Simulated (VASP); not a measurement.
# Rb: single point with PBEsol

Rb:

```
Rb
1.0
    -2.74988    2.80600    2.80600
     2.80600   -2.74988    2.80600
     2.80600    2.80600   -2.74988
Rb
1
Direct
  0.00000 0.00000 0.00000
```

This cell differs from its parent crystal: equal xy, yz and zx shear strains of +2 %.

```json
{
  "Program": "VASP 6.6.1",
  "Task": "single point",
  "Functional": "PBEsol",
  "Potentials or basis": "VASP PAW PBE potentials, release 64 (Rb_sv)",
  "Cutoff": "520 eV",
  "k mesh": "8 × 8 × 8",
  "Occupations": "fermi-dirac, width 0.05 eV",
  "Spin": "no spin polarisation"
}
```

```json
{"Pressure": "-0.1 GPa"}
```

Levels at points of the mesh, in eV from the Fermi level:
```tsv
k point	band 2	band 3	band 4	band 5	band 6	band 7
(0.00, 0.00, 0.00)	-12.91	-12.90	-12.90	-2.03	3.63	3.63
(0.50, 0.00, 0.00)	-13.01	-12.94	-12.90	0.17	0.74	2.57
(0.50, 0.50, 0.00)	-13.01	-12.94	-12.90	0.25	0.83	2.56
(0.50, 0.50, 0.50)	-12.99	-12.99	-12.97	1.23	1.23	3.29
```

Wall time 15 s on 1 thread of Intel(R) Xeon(R) 6975P-C (Granite Rapids) (shared host), peak memory 0.22 GiB.

Caveat: the cell differs from its parent crystal (equal xy, yz and zx shear strains of +2 %); the PAW data sets were made with another functional, which shifts forces and pressure a little.
